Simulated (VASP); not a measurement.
Set up this calculation in VASP 6.6.1, as the native input.

* Task: single point
* Functional: PBEsol
* Potentials or basis: VASP PAW PBE potentials, release 64 (Si, C)
* Cutoff: 520 eV
* k mesh: 10 × 10 × 5
* Occupations: fermi-dirac, width 0.05 eV
* Spin: no spin polarisation
* Dipole correction: no
* Further INCAR settings: ALGO = Normal; EDIFF = 1e-07; NBANDS = 16

The structure of SiC lies in POSCAR:

```
SiC
1.0
    2.9982676935      0.0000000000      0.0000000000
   -1.4991338468      2.5965759899      0.0000000000
    0.0000000000      0.0000000000      4.9168375859
Si C
2 2
Direct
    0.6666666667      0.3333333333      0.5046063793
    0.3333333333      0.6666666667      0.0046063793
    0.6666666667      0.3333333333      0.8803936207
    0.3333333333      0.6666666667      0.3803936207
```

These files were run (other wordings do the same):

INCAR

```
  PREC = Accurate
  ENCUT = 520
  EDIFF = 1E-7
  ISMEAR = -1
  SIGMA = 0.05
  LREAL = False
  LASPH = True
  NELM = 100
  ALGO = Normal
  ISIF = 2
  LWAVE = False
  LCHARG = False
  GGA = PS
  NBANDS = 16
```

KPOINTS

```
regular mesh
0
Gamma
  10 10 5
```

Potentials or basis: VASP PAW PBE potentials, release 64 (Si, C).

Run with:

```sh
$ cat potpaw_PBE.64/Si/POTCAR potpaw_PBE.64/C/POTCAR > POTCAR
$ mpirun -np 1 vasp_std > vasp.out
```

It gave:

| Property | Result |
| --- | --- |
| Pressure | 20.4 GPa |
| Band gap on the k mesh | 2.14 eV (least direct gap 4.00 eV) |

Caveat: the cell stands under pressure; the PAW data sets were made with another functional, which shifts forces and pressure a little; an odd mesh through Γ misses points on the zone boundary, where band edges can lie.

Run time: 33 s on 1 thread of Intel Xeon 8259CL (shared host), peak memory 0.16 GiB.
